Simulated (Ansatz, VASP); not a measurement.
# Two plane-wave programs on Rh

```
CELL_PARAMETERS angstrom
0.00000 1.88628 1.88628
1.88628 0.00000 1.88628
1.88628 1.88628 0.00000
ATOMIC_POSITIONS crystal
Rh 0.00000 0.00000 0.00000
```

Alike in both runs: task single point; functional r2SCAN; k mesh 18 × 18 × 18; occupations gaussian, width 0.05 eV; no spin polarisation.

|  | VASP | Ansatz |
| --- | --- | --- |
| version | VASP 6.6.1 | Ansatz 0.2.0 |
| potentials or method | VASP PAW PBE potentials, release 64 (Rh_pv), cutoff 520 eV | scalar-relativistic, plane waves, PAW |
| valence electrons in the cell | 15 | 17 |

Ansatz gave:

* gap on the k mesh at the Fermi level (eV): none
* pressure (GPa): 6.4

Task: What did VASP give for the same quantities?

Result: gap on the k mesh at the Fermi level (eV): none; pressure (GPa): 7.7.

VASP's potentials were made for PBE, not for r2SCAN. A gap of «none» marks a metal or a gap that the smearing closes. The functional is the same, so the differences come from potentials, cutoffs and numerics. VASP's potentials hold 15 valence electrons a cell and Ansatz's 17, so a difference there can come from the potentials and not from the codes.
